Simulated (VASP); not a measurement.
Crystal: ZrF.

```xyz
2
Lattice="1.4702 -2.0800 0.0000 1.4702 2.0800 0.0000 0.0000 0.0000 4.1768" Properties=species:S:1:pos:R:3 pbc="T T T"
Zr    1.4702    0.0000    2.0884
F     0.0000    0.0000    0.0000
```

- Program: VASP 6.6.1
- Task: relaxation of cell and atoms
- Functional: PBE
- Potentials or basis: VASP PAW PBE potentials, release 64 (Zr_sv, F)
- Cutoff: 600 eV
- k mesh: 8 × 8 × 4
- Occupations: gaussian, width 0.1 eV
- Spin: no spin polarisation

At the start: pressure 25.0 GPa; volume 12.77 Å³/atom.

Task: How do energy, volume and symmetry change on relaxing?

Result: Over 13 steps the energy falls by 644.1 meV/atom and the volume is 15.22 Å³/atom (+19.2 %); space group Cmmm (No. 65, to 0.05 Å).

The path:
```tsv
step	energy change (eV)	largest force (eV/Å)	pressure (GPa)	volume (Å³)
1	0.0000	0.0000	24.95	25.55
2	-0.7286	0.0000	-6.90	33.16
3	-0.7742	0.0000	-1.92	31.02
4	-0.7753	0.0000	-2.71	31.34
5	-0.9211	0.0000	-1.28	30.70
6	-1.2026	0.0000	11.82	28.17
7	-1.2025	0.0000	4.05	29.28
8	-1.2347	0.0000	7.42	28.73
9	-1.2599	0.0000	0.04	30.50
10	-1.2782	0.0000	2.81	29.84
11	-1.2876	0.0000	-0.41	30.54
12	-1.2879	0.0000	0.08	30.42
13	-1.2881	0.0000	0.01	30.44
```

Final structure:
```xyz
2
Lattice="1.3627 -2.8557 0.0000 1.3627 2.8557 0.0000 0.0000 0.0000 3.9116" Properties=species:S:1:pos:R:3 pbc="T T T"
Zr    1.3627    0.0000    1.9558
F     0.0000    0.0000    0.0000
```

Caveat: the k points lie up to 0.40 Å⁻¹ apart in the final cell; the volume moved by over 15 % at a fixed basis, so the end points are rough; an odd number of electrons without spin polarisation forces a metal; a magnetic or distorted state may lie lower.
